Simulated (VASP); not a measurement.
# Al (Fd-3m) in VASP: a series of runs

Al is run at these levels: LDA; tasks: relaxation of cell and atoms.

All numbers are computed with VASP 6.6.1; they aren't measurements. Logs are shortened: lines on timing, memory, paths and dates and some standing lists are left out, and cuts for length are marked.

## Step 1: The cell of the first run

It takes space group Fd-3m (No. 227, cubic). Conventional cell: a = 5.570 Å, b = 5.570 Å, c = 5.570 Å, α = 90.00°, β = 90.00°, γ = 90.00°. Al (site symmetry -43m) has 4 Al at 2.41 Å within 3.2 Å.

## Step 2: Relaxation of cell and atoms, LDA

INCAR reads:

```
PREC = Accurate
ENCUT = 600
EDIFF = 1E-6
ISMEAR = 1
SIGMA = 0.1
LREAL = F
LASPH = T
NELM = 80
ALGO = Normal
ISIF = 3
LWAVE = F
LCHARG = F
GGA = CA
IBRION = 2
NSW = 80
EDIFFG = -0.01
```

KPOINTS reads:

```
regular mesh
0
Gamma
  6 6 6
```

POSCAR reads:

```
Al
1.0
    0.0000000000      2.7850000000      2.7850000000
    2.7850000000      0.0000000000      2.7850000000
    2.7850000000      2.7850000000      0.0000000000
Al
2
Direct
    0.0000000000      0.0000000000      0.0000000000
    0.2500000000      0.2500000000      0.2500000000
```

Potentials or basis: VASP PAW LDA potentials, release 64 (Al).

Command:

```console
$ cat potpaw_LDA.64/Al/POTCAR > POTCAR
$ mpirun -np 1 vasp_std > vasp.out
```

OUTCAR:

```text
PREC = Accurate
   ENCUT = 600
   EDIFF = 1E-6
   ISMEAR = 1
   LREAL = F
   LASPH = T
   NELM = 80
   ISIF = 3
   GGA = CA
   IBRION = 2
   NSW = 80
   EDIFFG = -0.01

 ion  position               nearest neighbor table
   1  0.000  0.000  0.000-   2 2.41   2 2.41   2 2.41   2 2.41
   2  0.250  0.250  0.250-   1 2.41   1 2.41   1 2.41   1 2.41

  LATTYP: Found a face centered cubic cell.
 ALAT       =     5.5700000000

  Lattice vectors:

 A1 = (   0.0000000000,   2.7850000000,   2.7850000000)
 A2 = (   2.7850000000,   0.0000000000,   2.7850000000)
 A3 = (   2.7850000000,   2.7850000000,   0.0000000000)

Analysis of symmetry for initial positions (statically):
=====================================================================
 Subroutine PRICEL returns:
 Original cell was already a primitive cell.

 Routine SETGRP: Setting up the symmetry group for a
 face centered cubic supercell.

 Subroutine GETGRP returns: Found 48 space group operations
 (whereof 24 operations were pure point group operations)
 out of a pool of 48 trial point group operations.

The static configuration has the point symmetry T_d .
 The point group associated with its full space group is O_h .

Analysis of symmetry for dynamics (positions and initial velocities):
=====================================================================
 Subroutine PRICEL returns:
 Original cell was already a primitive cell.

 Routine SETGRP: Setting up the symmetry group for a
 face centered cubic supercell.

 Subroutine GETGRP returns: Found 48 space group operations
 (whereof 24 operations were pure point group operations)
 out of a pool of 48 trial point group operations.

The dynamic configuration has the point symmetry T_d .
 The point group associated with its full space group is O_h .

 Subroutine INISYM returns: Found 48 space group operations
 (whereof 24 operations are pure point group operations),
 and found     1 'primitive' translations

----------------------------------------------------------------------------------------

                                     Primitive cell

  volume of cell :      43.2022

  direct lattice vectors                    reciprocal lattice vectors
     0.000000000  2.785000000  2.785000000    -0.179533214  0.179533214  0.179533214
     2.785000000  0.000000000  2.785000000     0.179533214 -0.179533214  0.179533214
     2.785000000  2.785000000  0.000000000     0.179533214  0.179533214 -0.179533214

  length of vectors
     3.938584771  3.938584771  3.938584771     0.310960648  0.310960648  0.310960648

  position of ions in fractional coordinates (direct lattice)
     0.000000000  0.000000000  0.000000000
     0.250000000  0.250000000  0.250000000

  ion indices of the primitive-cell ions
   primitive index   ion index
                 1           1
                 2           2

----------------------------------------------------------------------------------------

 KPOINTS: regular mesh

Automatic generation of k-mesh.
 Grid dimensions read from file:
 generate k-points for:    6    6    6

 Generating k-lattice:

  Cartesian coordinates                     Fractional coordinates (reciprocal lattice)
    -0.029922202  0.029922202  0.029922202     0.166666667  0.000000000  0.000000000
     0.029922202 -0.029922202  0.029922202     0.000000000  0.166666667  0.000000000
     0.029922202  0.029922202 -0.029922202     0.000000000  0.000000000  0.166666667

  Length of vectors
     0.051826775  0.051826775  0.051826775

  Shift w.r.t. Gamma in fractional coordinates (k-lattice)
     0.000000000  0.000000000  0.000000000

 Subroutine IBZKPT returns following result:
 ===========================================

 Found     16 irreducible k-points:

 Following reciprocal coordinates:
            Coordinates               Weight
  0.000000  0.000000  0.000000      1.000000
  0.166667  0.000000  0.000000      8.000000
  0.333333  0.000000  0.000000      8.000000
  0.500000  0.000000  0.000000      4.000000
  0.166667  0.166667  0.000000      6.000000
[... 38 lines left out ...]
   LHFCALC =     F    Hartree Fock is set to
   AEXX    =    0.0000 exact exchange contribution
   IVDW    =     0    specifies the selected vdW correction
   LEPSILON=     F    determine dielectric tensor
   LRPA    =     F    only Hartree local field effects (RPA)
 conjugate gradient relaxation of ions
 non-spin polarized calculation
 Methfessel and Paxton  Order N= 1 SIGMA  =   0.10
  energy-cutoff  :      600.00
  volume of cell :       43.20
 maximum number of plane-waves:      1459
   NGX = 15   NGY = 15   NGZ = 15

--------------------------------------- Ionic step        1  -------------------------------------------

 number of electron       6.0000000 magnetization

 Free energy of the ion-electron system (eV)
  ---------------------------------------------------
  ext. energy  EPLUGINS =         0.00000000
  ---------------------------------------------------
  free energy    TOTEN  =        -6.44439646 eV

  energy without entropy =       -6.44335808  energy(sigma->0) =       -6.44405033

 E-fermi :   4.2827     XC(G=0):  -9.1290

 val. band max:        4.1907303947   @ k =   0.5000   0.3333   0.0000
 cond. band min:       4.3145353627   @ k =   0.3333   0.3333   0.0000
 fundamental gap:      0.1238049680
 Fermi energy:         4.2827003539

 k-point     1 :       0.0000    0.0000    0.0000
  band No.  band energies     occupation
      1      -4.6142      2.00000
      2       6.9422      0.00000
      3       6.9422      0.00000
      4       6.9422      0.00000
      5       8.7870      0.00000
      6       8.7870      0.00000
      7       8.7870      0.00000

 k-point     2 :       0.1667    0.0000    0.0000
  band No.  band energies     occupation
      1      -4.2442      2.00000
      2       4.6042     -0.00005
      3       6.4427      0.00000
      4       6.4427      0.00000
      5       9.0826      0.00000
      6       9.4747      0.00000
      7       9.4747      0.00000
[... 268 lines left out ...]
 POSITION                                       TOTAL-FORCE (eV/Angst)
 -----------------------------------------------------------------------------------
      5.95070      5.95070      5.95070         0.000000      0.000000      0.000000
      1.48768      1.48768      1.48768        -0.000000     -0.000000     -0.000000
 -----------------------------------------------------------------------------------
    total drift:                               -0.000000      0.000000      0.000000

  FREE ENERGIE OF THE ION-ELECTRON SYSTEM (eV)
  ---------------------------------------------------
  free  energy   TOTEN  =        -6.7526690995 eV

  energy  without entropy=       -6.7521234521  energy(sigma->0) =       -6.75248722

--------------------------------------- Ionic step        5  -------------------------------------------

 number of electron       6.0000000 magnetization

 Free energy of the ion-electron system (eV)
  ---------------------------------------------------
  ext. energy  EPLUGINS =         0.00000000
  ---------------------------------------------------
  free energy    TOTEN  =        -6.75269725 eV

  energy without entropy =       -6.75214749  energy(sigma->0) =       -6.75251399

 E-fermi :   2.9020     XC(G=0):  -8.4585

 val. band max:        2.8186173174   @ k =  -0.1667   0.1667   0.0000
 cond. band min:       2.9050182923   @ k =   0.3333   0.3333   0.0000
 fundamental gap:      0.0864009749
 Fermi energy:         2.9019562764

 k-point     1 :       0.0000    0.0000    0.0000
  band No.  band energies     occupation
      1      -5.1287      2.00000
      2       5.1162      0.00000
      3       5.1162      0.00000
      4       5.1162      0.00000
      5       6.9620      0.00000
      6       6.9620      0.00000
      7       6.9620      0.00000

 k-point     2 :       0.1667    0.0000    0.0000
  band No.  band energies     occupation
      1      -4.8132      2.00000
      2       3.0332     -0.06883
      3       4.6976     -0.00000
      4       4.6976     -0.00000
      5       6.9252      0.00000
      6       7.5445      0.00000
      7       7.5445      0.00000
[... 160 lines left out ...]
 POSITION                                       TOTAL-FORCE (eV/Angst)
 -----------------------------------------------------------------------------------
      0.00000      0.00000      0.00000        -0.000000     -0.000000     -0.000000
      1.48670      1.48670      1.48670         0.000000      0.000000      0.000000
 -----------------------------------------------------------------------------------
    total drift:                               -0.000000     -0.000000      0.000000

  FREE ENERGIE OF THE ION-ELECTRON SYSTEM (eV)
  ---------------------------------------------------
  free  energy   TOTEN  =        -6.7526972467 eV

  energy  without entropy=       -6.7521474912  energy(sigma->0) =       -6.75251399

 reached required accuracy - stopping structural energy minimisation
```

Run time: 5.8 s. Hardware: 1 thread of AMD EPYC 9R45 (Zen 5), shared host; peak memory 0.11 GiB.

What came out:

- Free energy: -6.7527 eV
- Relaxed volume: 26.29 Å³/atom
- Relaxed cell: a = 4.205 Å, b = 4.205 Å, c = 4.205 Å, α = 60.00°, β = 60.00°, γ = 60.00°
- Space group after relaxing (to 0.05 Å): Fd-3m (No. 227)
- Energy gained by relaxing: 154.2 meV/atom
- Ionic steps: 5
- Pressure after relaxing: 0.0 GPa
- Band gap on the k mesh: zero (band 3 reaches 5.12 eV, above the bottom of band 4 at 1.68 eV)

Step by step:
```
step  energy change (eV)  largest force (eV/Å)  pressure (GPa)  volume (Å³)
   1              0.0000                0.0000           12.37        43.20
   2             -0.2995                0.0000           -1.42        54.49
   3             -0.3083                0.0000            0.08        52.48
   4             -0.3083                0.0000           -0.09        52.68
   5             -0.3083                0.0000            0.00        52.58
```

Final structure:
```xyz
2
Lattice="0.0000 2.9734 2.9734 2.9734 0.0000 2.9734 2.9734 2.9734 0.0000" Properties=species:S:1:pos:R:3 pbc="T T T"
Al    0.0000    0.0000    0.0000
Al    1.4867    1.4867    1.4867
```

Levels at points of the mesh, in eV from the Fermi level:
| k point | band 1 | band 2 | band 3 | band 4 | band 5 | band 6 | band 7 |
| --- | --- | --- | --- | --- | --- | --- | --- |
| (0.00, 0.00, 0.00) | -8.03 | 2.21 | 2.21 | 2.21 | 4.06 | 4.06 | 4.06 |
| (0.50, 0.00, 0.00) | -5.92 | -3.94 | 1.17 | 1.17 | 3.38 | 4.47 | 4.47 |
| (0.50, 0.50, 0.00) | -4.40 | -4.40 | -0.38 | -0.38 | 2.11 | 2.11 | 10.95 |

Caveat: the volume moved by over 15 % at a fixed basis, so the end points are rough.

## Step 3: Relaxation of cell and atoms, LDA, target pressure 20 GPa, at which the enthalpy is minimised

INCAR reads:

```
  PREC = Accurate
  ENCUT = 600
  EDIFF = 1E-7
  ISMEAR = 1
  SIGMA = 0.1
  LREAL = False
  LASPH = True
  NELM = 80
  ALGO = Normal
  ISIF = 3
  LWAVE = False
  LCHARG = False
  IBRION = 2
  NSW = 80
  EDIFFG = -0.01
  PSTRESS = 200.0
```

KPOINTS is that of step 2.

POSCAR is that of step 2.

Potentials or basis: VASP PAW LDA potentials, release 64 (Al).

Command:

```console
$ cat potpaw_LDA.64/Al/POTCAR > POTCAR
$ mpirun -np 1 vasp_std > vasp.out
```

Run time: 6 s. Hardware: 1 thread of AMD EPYC 9R45 (Zen 5), shared host; peak memory 0.11 GiB.

Results (log left out):

| Property | Result |
| --- | --- |
| Free energy | -6.1200 eV |
| Relaxed volume | 19.98 Å³/atom |
| Relaxed cell | a = 3.837 Å, b = 3.837 Å, c = 3.837 Å, α = 60.00°, β = 60.00°, γ = 60.00° |
| Space group after relaxing (to 0.05 Å) | Fd-3m (No. 227) |
| Energy change on relaxing (the enthalpy is what falls) | +162.2 meV/atom |
| Ionic steps | 4 |
| Pressure after relaxing | 20.1 GPa |
| Band gap on the k mesh | zero (band 3 reaches 7.77 eV, above the bottom of band 4 at 3.25 eV) |

Step by step:
| step | energy change (eV) | largest force (eV/Å) | pressure (GPa) | volume (Å³) |
| --- | --- | --- | --- | --- |
| 1 | 0.0000 | 0.0000 | 12.37 | 43.20 |
| 2 | 0.7628 | 0.0000 | 29.29 | 37.08 |
| 3 | 0.3167 | 0.0000 | 19.89 | 40.02 |
| 4 | 0.3244 | 0.0000 | 20.06 | 39.96 |

Final structure:
```yaml
crystal:
  lattice:
    - [0.00000, 2.71341, 2.71341]
    - [2.71341, 0.00000, 2.71341]
    - [2.71341, 2.71341, 0.00000]
  atoms:
    - { symbol: Al, position: [0.00000, 0.00000, 0.00000] }
    - { symbol: Al, position: [0.25000, 0.25000, 0.25000] }
```

Levels at points of the mesh, in eV from the Fermi level:
| k point | band 1 | band 2 | band 3 | band 4 | band 5 | band 6 |
| --- | --- | --- | --- | --- | --- | --- |
| (0.00, 0.00, 0.00) | -9.28 | 2.86 | 2.86 | 2.86 | 4.69 | 4.69 |
| (0.50, 0.00, 0.00) | -6.48 | -4.70 | 1.63 | 1.63 | 4.73 | 4.80 |
| (0.50, 0.50, 0.00) | -4.73 | -4.73 | -0.41 | -0.41 | 2.11 | 2.11 |

Caveat: the cell is relaxed towards a set pressure, so the enthalpy falls and the energy may rise.

## Step 4: Relaxation of cell and atoms, LDA, target pressure 40 GPa, at which the enthalpy is minimised

INCAR reads:

```
SYSTEM = Al
  PREC = Accurate
  ENCUT = 600
  EDIFF = 1E-7
  ISMEAR = 1
  SIGMA = 0.1
  LREAL = .FALSE.
  LASPH = .TRUE.
  NELM = 60
  ALGO = Normal
  ISIF = 3
  LWAVE = .FALSE.
  LCHARG = .FALSE.
  IBRION = 2
  NSW = 80
  EDIFFG = -0.01
  PSTRESS = 400.0
```

KPOINTS reads:

```
regular mesh
0
G
  6 6 6
  0 0 0
```

POSCAR is that of step 3.

Command:

```console
$ cat potpaw_LDA.64/Al/POTCAR > POTCAR
$ mpirun -np 1 vasp_std > vasp.out
```

Wall time 7.6 s (1 thread of AMD EPYC 9R45 (Zen 5), shared host); peak memory 0.12 GiB.

It converged, with:

```
Free energy                                            : -5.1345 eV
Relaxed volume                                         : 17.27 Å³/atom
Relaxed cell                                           : a = 3.655 Å, b = 3.655 Å, c = 3.655 Å, α = 60.00°, β = 60.00°, γ = 60.00°
Space group after relaxing (to 0.05 Å)                 : Fd-3m (No. 227)
Energy change on relaxing (the enthalpy is what falls) : +655.0 meV/atom
Ionic steps                                            : 5
Pressure after relaxing                                : 40.0 GPa
Band gap on the k mesh                                 : zero (band 3 reaches 9.46 eV, above the bottom of band 4 at 4.27 eV)
```

Step by step:
```csv
step,energy change (eV),largest force (eV/Å),pressure (GPa),volume (Å³)
1,0.0000,0.0000,12.37,43.20
2,6.7075,0.0000,144.76,23.85
3,1.1119,0.0000,36.19,35.37
4,1.2683,0.0000,39.20,34.71
5,1.3099,0.0000,40.00,34.54
```

Final structure:
```yaml
crystal:
  lattice:
    - [0.00000, 2.58474, 2.58474]
    - [2.58474, 0.00000, 2.58474]
    - [2.58474, 2.58474, 0.00000]
  atoms:
    - { symbol: Al, position: [0.00000, 0.00000, 0.00000] }
    - { symbol: Al, position: [0.25000, 0.25000, 0.25000] }
```

Levels at points of the mesh, in eV from the Fermi level:
```csv
k point,band 1,band 2,band 3,band 4,band 5,band 6,band 7
"(0.00, 0.00, 0.00)",-10.07,3.24,3.24,3.24,5.02,5.02,5.02
"(0.50, 0.00, 0.00)",-6.83,-5.23,1.92,1.92,4.91,4.91,5.49
"(0.50, 0.50, 0.00)",-4.97,-4.97,-0.43,-0.43,2.07,2.07,13.21
```

Caveat: the cell is relaxed towards a set pressure, so the enthalpy falls and the energy may rise; the volume moved by over 15 % at a fixed basis, so the end points are rough.

## Step 5: Relaxation of cell and atoms, LDA, target pressure 60 GPa, at which the enthalpy is minimised

INCAR reads:

```
PREC     = Accurate       # precision mode
ENCUT    = 600            # plane-wave cutoff, eV
EDIFF    = 1E-6           # SCF threshold, eV
ISMEAR   = 1              # smearing method
SIGMA    = 0.1            # smearing width, eV
LREAL    = F              # projectors in reciprocal space
LASPH    = T              # aspherical terms in the spheres
NELM     = 100            # most SCF steps
ALGO     = Normal         # electronic algorithm
ISIF     = 3              # what is computed and relaxed
LWAVE    = F              # write WAVECAR
LCHARG   = F              # write CHGCAR
GGA      = CA             # functional
IBRION   = 2              # ionic algorithm
NSW      = 80             # ionic steps
EDIFFG   = -0.01          # ionic threshold
PSTRESS  = 600.0
```

KPOINTS reads:

```
regular mesh
0
Gamma
  6 6 6
```

POSCAR is that of step 4.

Command:

```console
$ cat potpaw_LDA.64/Al/POTCAR > POTCAR
$ mpirun -np 1 vasp_std > vasp.out
```

Run time: 15 s. Hardware: 1 thread of AMD EPYC 9R45 (Zen 5), shared host; peak memory 0.13 GiB.

It converged, with:

| Quantity | Value |
| --- | --- |
| Free energy | -4.0756 eV |
| Relaxed volume | 15.55 Å³/atom |
| Relaxed cell | a = 3.530 Å, b = 3.530 Å, c = 3.530 Å, α = 60.00°, β = 60.00°, γ = 60.00° |
| Space group after relaxing (to 0.05 Å) | Fd-3m (No. 227) |
| Energy change on relaxing (the enthalpy is what falls) | +1184.4 meV/atom |
| Ionic steps | 17 |
| Pressure after relaxing | 60.0 GPa |
| Band gap on the k mesh | zero (band 3 reaches 10.81 eV, above the bottom of band 4 at 5.10 eV) |

The path:
| step | energy change (eV) | largest force (eV/Å) | pressure (GPa) | volume (Å³) |
| --- | --- | --- | --- | --- |
| 1 | 0.0000 | 0.0000 | 12.37 | 43.20 |
| 2 | 24.6841 | 0.0000 | 560.04 | 14.20 |
| 3 | 1.3909 | 0.0000 | 41.54 | 34.22 |
| 4 | 2.0041 | 0.0000 | 53.12 | 32.13 |
| 5 | 2.3766 | 0.0000 | 60.15 | 31.08 |
| 6 | 2.2962 | 0.0000 | 58.63 | 31.29 |
| 7 | 2.3002 | 0.0000 | 58.69 | 31.28 |
| 8 | 2.3123 | 0.0000 | 58.93 | 31.25 |
| 9 | 2.3124 | 0.0000 | 58.93 | 31.25 |
| 10 | 2.3130 | 0.0000 | 58.94 | 31.25 |
| 11 | 2.3140 | 0.0000 | 58.96 | 31.25 |
| 12 | 2.3161 | 0.0000 | 59.00 | 31.24 |
| 13 | 2.3203 | 0.0000 | 59.07 | 31.23 |
| 14 | 2.3287 | 0.0000 | 59.24 | 31.21 |
| 15 | 2.3455 | 0.0000 | 59.56 | 31.16 |
| 16 | 2.3794 | 0.0000 | 60.20 | 31.07 |
| 17 | 2.3688 | 0.0000 | 60.00 | 31.10 |

Final structure:
```
Al
1.0
     0.00000    2.49596    2.49596
     2.49596    0.00000    2.49596
     2.49596    2.49596    0.00000
Al
2
Direct
  0.00000 0.00000 0.00000
  0.25000 0.25000 0.25000
```

Levels at points of the mesh, in eV from the Fermi level:
| k point | band 1 | band 2 | band 3 | band 4 | band 5 |
| --- | --- | --- | --- | --- | --- |
| (0.00, 0.00, 0.00) | -10.73 | 3.50 | 3.50 | 3.50 | 5.24 |
| (0.50, 0.00, 0.00) | -7.13 | -5.69 | 2.14 | 2.14 | 4.94 |
| (0.50, 0.50, 0.00) | -5.20 | -5.20 | -0.47 | -0.47 | 2.00 |

Caveat: the cell is relaxed towards a set pressure, so the enthalpy falls and the energy may rise; the volume moved by over 15 % at a fixed basis, so the end points are rough.

## Step 6: Overview

| cell | gap on the mesh (eV) | pressure (GPa) |
| --- | --- | --- |
| relaxed | none | 0.0 |
| relaxed to 20 GPa | none | 20.1 |
| relaxed to 40 GPa | none | 40.0 |
| relaxed to 60 GPa | none | 60.0 |

Alike in all rows: task relaxation of cell and atoms; level LDA; potentials or basis VASP PAW LDA potentials, release 64 (Al); no spin polarisation; k mesh 6 × 6 × 6; cutoff (eV) 600; smearing methfessel-paxton 0.1 eV.

Caveats: the volume moved by over 15 % at a fixed basis, so the end points are rough (some runs); the cell is relaxed towards a set pressure, so the enthalpy falls and the energy may rise (some runs).

Absolute energies hang on the potentials; compare differences alone.
